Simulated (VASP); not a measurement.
Crystal: AlGa3As4.

```xyz
8
Lattice="5.4726 0.0000 0.0000 0.0000 5.4726 0.0000 0.0000 0.0000 5.4726" Properties=species:S:1:pos:R:3 pbc="T T T"
Al    0.0000    0.0000    0.0000
As    1.3681    1.3681    1.3681
As    4.1044    4.1044    1.3681
As    4.1044    1.3681    4.1044
As    1.3681    4.1044    4.1044
Ga    2.7363    2.7363    0.0000
Ga    2.7363    0.0000    2.7363
Ga    0.0000    2.7363    2.7363
```

| Item | Value |
| --- | --- |
| Program | VASP 6.6.1 |
| Task | relaxation of cell and atoms |
| Functional | PBE |
| Potentials or basis | VASP PAW PBE potentials, release 64 (Al, As, Ga_d) |
| Cutoff | 600 eV |
| k mesh | 4 × 4 × 4 |
| Occupations | fermi-dirac, width 0.02 eV |
| Spin | no spin polarisation |

At the start: pressure 12.7 GPa; volume 20.49 Å³/atom.

Question: Where does the relaxation end?

Answer: Over 11 steps the energy falls by 111.9 meV/atom and the volume is 23.71 Å³/atom (+15.7 %); space group P-43m (No. 215, to 0.1 Å) before and after.

The path:
```csv
step,energy change (eV),largest force (eV/Å),pressure (GPa),volume (Å³)
1,0.0000,0.0872,12.75,163.90
2,-0.6686,0.0474,-4.07,205.69
3,-0.8946,0.0528,0.01,189.56
4,-0.8944,0.0527,-0.18,190.10
5,-0.8949,0.0229,0.10,189.42
6,-0.8949,0.0272,0.02,189.51
7,-0.8949,0.0252,0.07,189.47
8,-0.8949,0.0259,0.03,189.48
9,-0.8950,0.0112,0.00,189.58
10,-0.8951,0.0076,0.00,189.61
11,-0.8951,0.0007,-0.02,189.66
```

Final structure:
```
Al As Ga
1.0
     5.74547    0.00000    0.00000
     0.00000    5.74547    0.00000
     0.00000    0.00000    5.74547
Al As Ga
1 4 3
Direct
  0.00000 0.00000 0.00000
  0.24927 0.24927 0.24927
  0.75073 0.75073 0.24927
  0.75073 0.24927 0.75073
  0.24927 0.75073 0.75073
  0.50000 0.50000 0.00000
  0.50000 0.00000 0.50000
  0.00000 0.50000 0.50000
```

Caveat: the volume moved by over 15 % at a fixed basis, so the end points are rough.
